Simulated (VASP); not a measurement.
# Hf (P6_3/mmc) in VASP: notebook, part 2 of 2

VASP 6.6.1.

## (4) Single point, PBEsol

This run uses another cell than the first one, of 19.31 Å³/atom.

The input, INCAR:

```
PREC     = Accurate       # precision mode
ENCUT    = 520            # plane-wave cutoff, eV
EDIFF    = 1E-6           # SCF threshold, eV
ISMEAR   = 0              # smearing method
SIGMA    = 0.15           # smearing width, eV
LREAL    = F              # projectors in reciprocal space
LASPH    = T              # aspherical terms in the spheres
NELM     = 100            # most SCF steps
ALGO     = Fast           # electronic algorithm
ISIF     = 2              # what is computed and relaxed
LWAVE    = F              # write WAVECAR
LCHARG   = F              # write CHGCAR
GGA      = PS             # functional
NBANDS   = 17             # bands
```

The input, KPOINTS:

```
Automatic mesh
0
Gamma
  18 18 10
```

The input, POSCAR:

```
Hf
1.0
    3.0813000000      0.0000000000      0.0000000000
   -1.5406500000      2.6684840767      0.0000000000
    0.0000000000      0.0000000000      4.6965000000
Hf
2
Direct
    0.3333333333      0.6666666667      0.2500000000
    0.6666666667      0.3333333333      0.7500000000
```

Potentials or basis: VASP PAW PBE potentials, release 64 (Hf_pv).

Started as:

```
> cat potpaw_PBE.64/Hf_pv/POTCAR > POTCAR
> mpirun -np 1 vasp_std > vasp.out
```

OUTCAR:

```text
PREC = Accurate
   ENCUT = 520
   EDIFF = 1E-6
   ISMEAR = 0
   LREAL = F
   LASPH = T
   NELM = 100
   ISIF = 2
   GGA = PS

 ion  position               nearest neighbor table
   1  0.333  0.667  0.250-   2 2.95   2 2.95   2 2.95   2 2.95   2 2.95   2 2.95
   2  0.667  0.333  0.750-   1 2.95   1 2.95   1 2.95   1 2.95   1 2.95   1 2.95

  LATTYP: Found a hexagonal cell.
 ALAT       =     3.0813000000
 C/A-ratio  =     1.5241943336

  Lattice vectors:

 A1 = (   3.0813000000,   0.0000000000,   0.0000000000)
 A2 = (  -1.5406500000,   2.6684840767,   0.0000000000)
 A3 = (   0.0000000000,   0.0000000000,   4.6965000000)

Analysis of symmetry for initial positions (statically):
=====================================================================
 Subroutine PRICEL returns:
 Original cell was already a primitive cell.

 Routine SETGRP: Setting up the symmetry group for a
 hexagonal supercell.

 Subroutine GETGRP returns: Found 24 space group operations
 (whereof 12 operations were pure point group operations)
 out of a pool of 24 trial point group operations.

The static configuration has the point symmetry D_3d.
 The point group associated with its full space group is D_6h.

Analysis of symmetry for dynamics (positions and initial velocities):
=====================================================================
 Subroutine PRICEL returns:
 Original cell was already a primitive cell.

 Routine SETGRP: Setting up the symmetry group for a
 hexagonal supercell.

 Subroutine GETGRP returns: Found 24 space group operations
 (whereof 12 operations were pure point group operations)
 out of a pool of 24 trial point group operations.

The dynamic configuration has the point symmetry D_3d.
 The point group associated with its full space group is D_6h.

 Subroutine INISYM returns: Found 24 space group operations
 (whereof 12 operations are pure point group operations),
 and found     1 'primitive' translations

----------------------------------------------------------------------------------------

                                     Primitive cell

  volume of cell :      38.6165

  direct lattice vectors                    reciprocal lattice vectors
     3.081300000  0.000000000  0.000000000     0.324538344  0.187372300  0.000000000
    -1.540650000  2.668484077  0.000000000     0.000000000  0.374744601  0.000000000
     0.000000000  0.000000000  4.696500000     0.000000000  0.000000000  0.212924518

  length of vectors
     3.081300000  3.081300000  4.696500000     0.374744601  0.374744601  0.212924518

  position of ions in fractional coordinates (direct lattice)
     0.333333333  0.666666667  0.250000000
     0.666666667  0.333333333  0.750000000

  ion indices of the primitive-cell ions
   primitive index   ion index
                 1           1
                 2           2

----------------------------------------------------------------------------------------

 KPOINTS: Automatic mesh

Automatic generation of k-mesh.
 Grid dimensions read from file:
 generate k-points for:   18   18   10

 Generating k-lattice:

  Cartesian coordinates                     Fractional coordinates (reciprocal lattice)
     0.018029908  0.010409572  0.000000000     0.055555556  0.000000000  0.000000000
     0.000000000  0.020819144  0.000000000     0.000000000  0.055555556  0.000000000
     0.000000000  0.000000000  0.021292452     0.000000000  0.000000000  0.100000000

  Length of vectors
     0.020819144  0.020819144  0.021292452

  Shift w.r.t. Gamma in fractional coordinates (k-lattice)
     0.000000000  0.000000000  0.000000000

 Subroutine IBZKPT returns following result:
 ===========================================

 Found    222 irreducible k-points:

 Following reciprocal coordinates:
            Coordinates               Weight
  0.000000  0.000000  0.000000      1.000000
  0.055556  0.000000  0.000000      6.000000
  0.111111  0.000000  0.000000      6.000000
  0.166667  0.000000  0.000000      6.000000
  0.222222 -0.000000  0.000000      6.000000
  0.277778  0.000000  0.000000      6.000000
[... 16 lines left out ...]
  0.333333  0.111111  0.000000     12.000000
  0.388889  0.111111  0.000000     12.000000
 [... further k-points ...]
   k-points           NKPTS =    222   k-points in BZ     NKDIM =    222   number of bands    NBANDS=     17
   number of dos      NEDOS =    301   number of ions     NIONS =      2
   total plane-waves  NPLWV =  20736
   dimension x,y,z NGX =    24 NGY =   24 NGZ =   36
   dimension x,y,z NGXF=    48 NGYF=   48 NGZF=   72
   ions per type =               2
   NGX,Y,Z   is equivalent  to a cutoff of  12.95, 12.95, 12.74 a.u.
   NGXF,Y,Z  is equivalent  to a cutoff of  25.90, 25.90, 25.49 a.u.
 SYSTEM =  unknown system
   PREC   = accura    normal or accurate (medium, high low for compatibility)
   ISTART =      0    job   : 0-new  1-cont  2-samecut
   ICHARG =      2    charge: 1-file 2-atom 10-const
   ISPIN  =      1    spin polarized calculation?
   LNONCOLLINEAR =      F non collinear calculations
   LSORBIT =      F    spin-orbit coupling
   LASPH  =      T    aspherical Exc in radial PAW
   ENCUT  =  520.0 eV  38.22 Ry    6.18 a.u.   5.73  5.73  8.73*2*pi/ulx,y,z
   NELM   =    100;   NELMIN=  2; NELMDL= -5     # of ELM steps
   EDIFF  = 0.1E-05   stopping-criterion for ELM
   LREAL  =      F    real-space projection
   EDIFFG = 0.1E-04   stopping-criterion for IOM
   NSW    =      0    number of steps for IOM
   IBRION =     -1    ionic relax: 0-MD 1-quasi-New 2-CG
   NFREE  =      0    steps in history (QN), initial steepest desc. (CG)
   ISIF   =      2    stress and relaxation
   ISYM   =      2    0-nonsym 1-usesym 2-fastsym
   POTIM  = 0.5000    time-step for ionic-motion
   TEBEG  =    0.0;   TEEND  =   0.0 temperature during run
   PSTRESS=    0.0 pullay stress
   NELECT =      20.0000    total number of electrons
   NUPDOWN=      -1.0000    fix difference up-down
   EMIN   =  10.00;   EMAX   =-10.00  energy-range for DOS
   EFERMI =   0.00;   METHOD = LEGACY
   ISMEAR =     0;   SIGMA  =   0.15  broadening in eV -4-tet -1-fermi 0-gaus
   EFERMI_NEDOS =   21; number of points for ismear=-14 and -15
   IALGO  =     68    algorithm
   IMIX   =      4    mixing-type and parameters
     AMIX     =   0.40;   BMIX     =  1.00
     AMIX_MAG =   1.60;   BMIX_MAG =  1.00
  volume/ion in A,a.u.               =      19.31       130.30
  Fermi-wavevector in a.u.,A,eV,Ry     =   1.314702  2.484426 23.516857  1.728440
  Thomas-Fermi vector in A             =   2.444936
   LORBIT       =      0    0 simple, 1 ext, 2 COOP (PROOUT), +10 PAW based schemes
   GGA     = PS    functional components
   LHFCALC =     F    Hartree Fock is set to
   AEXX    =    0.0000 exact exchange contribution
   IVDW    =     0    specifies the selected vdW correction
   LEPSILON=     F    determine dielectric tensor
   LRPA    =     F    only Hartree local field effects (RPA)
 non-spin polarized calculation
 RMM-DIIS sequential band-by-band and
 Gauss-broadening in eV      SIGMA  =   0.15
  energy-cutoff  :      520.00
  volume of cell :       38.62
 maximum number of plane-waves:      1061
 NGX is ok and might be reduce to    24
   NGX = 11   NGY = 11   NGZ = 17

 number of electron      19.9999999 magnetization

 Free energy of the ion-electron system (eV)
  ---------------------------------------------------
  ext. energy  EPLUGINS =         0.00000000
  ---------------------------------------------------
  free energy    TOTEN  =       -20.79722699 eV

  energy without entropy =      -20.78232106  energy(sigma->0) =      -20.78977403

 E-fermi :   5.8553     XC(G=0): -12.0826

 val. band max:        5.8548063520   @ k =   0.3333   0.2222   0.3000
 cond. band min:       5.8689655185   @ k =   0.2222   0.2222   0.4000
 fundamental gap:      0.0141591665
 Fermi energy:         5.8553430098

 k-point     1 :       0.0000    0.0000    0.0000
  band No.  band energies     occupation
      1     -25.2609      2.00000
      2     -24.0645      2.00000
      3     -24.0645      2.00000
      4     -23.8215      2.00000
      5     -23.8215      2.00000
      6     -23.7558      2.00000
[... 9 lines left out ...]
     16       8.4042      0.00000
     17      11.8870      0.00000
[... 441 lines left out ...]
 k-point    24 :       0.3889    0.1111    0.0000
  band No.  band energies     occupation
      1     -24.8606      2.00000
      2     -24.6562      2.00000
      3     -24.5949      2.00000
      4     -24.3751      2.00000
      5     -24.1641      2.00000
      6     -23.9937      2.00000
[... 9 lines left out ...]
     16      13.4175      0.00000
     17      13.6008      0.00000

 [... further k-points ...]
[... 5 lines left out ...]
  --------------------------------------------------------------------------------------
  -------------------------------------------------------------------------------------
  Total        3.1807608      3.1807608      4.8352465      0.0000000     -0.0000000      0.0000000
  in kB      131.9680108    131.9680108    200.6117099      0.0000000     -0.0000000      0.0000000
  external PRESSURE =     154.8492438 kB  Pullay stress =       0.0000000 kB

 VOLUME and BASIS-vectors are now :
 -----------------------------------------------------------------------------
  energy-cutoff  :      520.00
  volume of cell :       38.62
      direct lattice vectors                 reciprocal lattice vectors
     3.081300000  0.000000000  0.000000000     0.324538344  0.187372300  0.000000000
    -1.540650000  2.668484077  0.000000000     0.000000000  0.374744601  0.000000000
     0.000000000  0.000000000  4.696500000     0.000000000  0.000000000  0.212924518

 POSITION                                       TOTAL-FORCE (eV/Angst)
 -----------------------------------------------------------------------------------
     -0.00000      1.77899      1.17413         0.000000     -0.000000      0.000000
      1.54065      0.88949      3.52238        -0.000000      0.000000      0.000000
 -----------------------------------------------------------------------------------
    total drift:                               -0.000000      0.000000     -0.000000

  FREE ENERGIE OF THE ION-ELECTRON SYSTEM (eV)
  ---------------------------------------------------
  free  energy   TOTEN  =       -20.7972269945 eV

  energy  without entropy=      -20.7823210562  energy(sigma->0) =      -20.78977403
```

Wall time 83 s (1 thread of Intel Xeon 6975P-C, shared host); peak memory 0.25 GiB.

What came out:

| Quantity | Value |
| --- | --- |
| Free energy | -20.7972 eV |
| Pressure | 15.5 GPa |
| Band gap on the k mesh | zero (bands 10 and 11 overlap by 1.55 eV) |

Levels at points of the mesh, in eV from the Fermi level:
| k point | band 7 | band 8 | band 9 | band 10 | band 11 | band 12 | band 13 | band 14 |
| --- | --- | --- | --- | --- | --- | --- | --- | --- |
| (0.00, 0.00, 0.00) | -7.89 | -4.19 | 1.04 | 1.04 | 1.65 | 1.90 | 2.16 | 2.16 |
| (0.50, 0.00, 0.00) | -3.67 | -3.41 | -2.68 | -0.64 | 0.40 | 1.33 | 2.19 | 6.55 |
| (0.00, 0.00, 0.50) | -5.51 | -5.51 | 0.28 | 0.28 | 0.82 | 0.82 | 0.82 | 0.82 |
| (0.50, 0.00, 0.50) | -3.94 | -3.94 | -1.19 | -1.19 | 1.73 | 1.73 | 2.75 | 2.75 |

Caveat: the stress differs along the axes, from 13 to 20 GPa; the PAW data sets were made with another functional, which shifts forces and pressure a little; spin-orbit coupling is left out, which moves the levels of the heavy elements.

## (5) Overview

```csv
cell,further INCAR settings,gap on the mesh (eV),pressure (GPa)
"a = 3.002, b = 3.002, c = 4.697 Å, angles 90.0, 90.0, 120.0°, 2 atoms",ALGO = Fast; EDIFF = 1e-07; NBANDS = 17,none,24.3
"a = 3.160, b = 3.160, c = 4.397 Å, angles 90.0, 90.0, 120.0°, 2 atoms",ALGO = Fast; EDIFF = 1e-06; NBANDS = 17,none,19.1
"a = 3.081, b = 3.081, c = 4.697 Å, angles 90.0, 90.0, 120.0°, 2 atoms",ALGO = Fast; EDIFF = 1e-06; NBANDS = 17,none,15.5
```

Alike in all rows: task single point; level PBEsol; potentials or basis VASP PAW PBE potentials, release 64 (Hf_pv); no spin polarisation; k mesh 18 × 18 × 10; cutoff (eV) 520; smearing gaussian 0.15 eV.

Caveats: the PAW data sets were made with another functional, which shifts forces and pressure a little; spin-orbit coupling is left out, which moves the levels of the heavy elements; the cell stands under pressure (at least some runs); the stress differs along the axes, from 13 to 32 GPa (at least some runs); the stress differs along the axes, from 13 to 20 GPa (at least some runs).

Absolute energies hang on the potentials; compare differences alone.
